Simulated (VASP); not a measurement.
Wanted: the native input for a VASP 6.6.1 run.

```yaml
Task: single point
Functional: PBE
Dispersion: D3(BJ)
Potentials_or_basis: VASP PAW PBE potentials, release 64 (O, H, C)
Cutoff: 520 eV
k_mesh: 1 × 1 × 1
Occupations: fermi-dirac, width 0.05 eV
Spin: no spin polarisation
Dipole_correction: no
Further_INCAR_settings: LREAL = Auto; ALGO = Normal; EDIFF = 1e-07; NBANDS = 70
```

The structure of H20CO12 lies in POSCAR:

```
H20CO12
1.0
    7.3839930000      0.0000000000      0.0000000000
    0.0000000000      7.3839930000      0.0000000000
    0.0000000000      0.0000000000      7.3839930000
O H C
12 20 1
Direct
    0.5696782215      0.2372970830      0.2847375397
    0.0986322712      0.1437433649      0.1982531674
    0.5205313710      0.8246757547      0.3995805521
    0.7163739186      0.5353336603      0.7281290760
    0.3569207067      1.0480643738      0.6419561882
    0.8037385734      0.7386653806      0.1550109812
    0.5391121037      0.2382315368      0.8989580570
    0.3153578288      0.4527902451      0.4194207660
    0.8509488024      0.0127979536      0.8981184029
    0.9990529514      0.9142208017      0.5194208608
    0.1181474576      0.4858617824      0.8648978947
    0.3470479996      0.6669562119      0.9849955167
    0.5252171826      0.1166171203      0.3010430806
    0.5619452781      0.2550652472      0.1489302604
    0.1381366423      0.2725083840      0.2071372495
   -0.0035482157      0.1459372998      0.1111864543
    0.4456531852      0.7131236446      0.3999326652
    0.6250141353      0.8026009775      0.3191091866
    0.8435544292      0.5182020080      0.7243370897
    0.6840066073      0.6567855630      0.6856723727
    0.4187977968      0.9596298371      0.5558645573
    0.2335186396      1.0109164513      0.6269913853
    0.8288063112      0.8512602869      0.0756230403
    0.7606995294      0.6387059143      0.0899377884
    0.4591553649      0.1869449226      0.8002987002
    0.5767881958      0.3462083455      0.8334921228
    0.3000950841      0.3565279653      0.5082615869
    0.4258942282      0.3941498861      0.3551465989
    0.7439064474      0.0940683449      0.8909271718
    0.8660084049     -0.0228738028      0.7691231560
    1.0080182904      1.0300795247      0.4379066990
    0.9163605653      0.8496351500      0.4465199249
    0.2327466995      0.5716825571      0.9341151867
```

These files were run (other wordings do the same):

INCAR

```
SYSTEM = H20CO12
ALGO = Normal
EDIFF = 1E-7
ENCUT = 520
GGA = PE
ISIF = 2
ISMEAR = -1
IVDW = 12
LASPH = .TRUE.
LCHARG = .FALSE.
LREAL = Auto
LWAVE = .FALSE.
NBANDS = 70
NELM = 60
PREC = Accurate
SIGMA = 0.05
```

KPOINTS

```
k-points
0
G
  1 1 1
  0 0 0
```

Potentials or basis: VASP PAW PBE potentials, release 64 (O, H, C).

Run with:

```bash
$ cat potpaw_PBE.64/O/POTCAR potpaw_PBE.64/H/POTCAR potpaw_PBE.64/C/POTCAR > POTCAR
$ mpirun -np 1 vasp_gam > vasp.out
```

It gave:

```
Pressure                   : -1.1 GPa
Largest force              : 3.446 eV/Å
Band gap on the k mesh     : 4.39 eV
Dispersion energy per atom : -0.031 eV
```

Caveat: the k points lie up to 0.85 Å⁻¹ apart.

It took 50 s on 1 thread of Intel(R) Xeon(R) Platinum 8488C (Sapphire Rapids), on a shared host, peak memory 0.37 GiB.
